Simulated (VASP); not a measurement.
Wanted: the native input for a VASP 6.6.1 run.

```
Task                   : single point
Functional             : revPBE
Potentials or basis    : VASP PAW PBE potentials, release 64 (Te, Bi_d)
Cutoff                 : 320 eV
k mesh                 : 6 × 6 × 1
Occupations            : gaussian, width 0.03 eV
Spin                   : no spin polarisation
Tolerance level        : standard
Dipole correction      : yes
Purpose                : levels
Further INCAR settings : ALGO = Normal; EDIFF = 1e-06; NBANDS = 37; NELMDL = -8; ISIF = 0
```

The structure of Bi2Te3 lies in POSCAR:

```
Bi2Te3
1.0
    4.3860000000      0.0000000000      0.0000000000
    2.1930000000      3.7983874210      0.0000000000
    0.0000000000      0.0000000000     23.5530903334
Te Bi
3 2
Direct
    0.0000000000      0.0000000000      0.5000000000
    0.3333333333      0.3333333333      0.6603418113
    0.6666666667      0.6666666667      0.3396581887
    0.3333333333      0.3333333333      0.4136787018
    0.6666666667      0.6666666667      0.5863212982
```

One way to write it, as run:

INCAR

```
  GGA = RE
  LDIPOL = T
  IDIPOL = 3
  DIPOL = 0.5 0.5 0.500
  ISMEAR = 0
  SIGMA = 0.03
  LWAVE = F
  LCHARG = F
  ISIF = 0
  PREC = Accurate
  LASPH = T
  LREAL = F
  ALGO = Normal
  EDIFF = 1E-6
  NELM = 120
  GGA_COMPAT = F
  ENCUT = 320
  EFERMI = MIDGAP
  NELMDL = -8
  NBANDS = 37
```

KPOINTS

```
Automatic mesh
0
Gamma
  6 6 1
  0 0 0
```

Potentials or basis: VASP PAW PBE potentials, release 64 (Te, Bi_d).

Run with:

```bash
$ cat potpaw_PBE.64/Te/POTCAR potpaw_PBE.64/Bi_d/POTCAR > POTCAR
$ mpirun -np 1 vasp_std > vasp.out
```

Results of the run:

```json
{"Largest force": "0.158 eV/Å", "Band gap on the k mesh": "1.09 eV (least direct gap 1.35 eV)"}
```

Caveat: the PAW data sets were made with another functional, which shifts forces and pressure a little; spin-orbit coupling is left out, which moves the levels of the heavy elements.

It took 83 s on 1 thread of Intel(R) Xeon(R) Platinum 8488C (Sapphire Rapids) (shared host), peak memory 0.33 GiB.
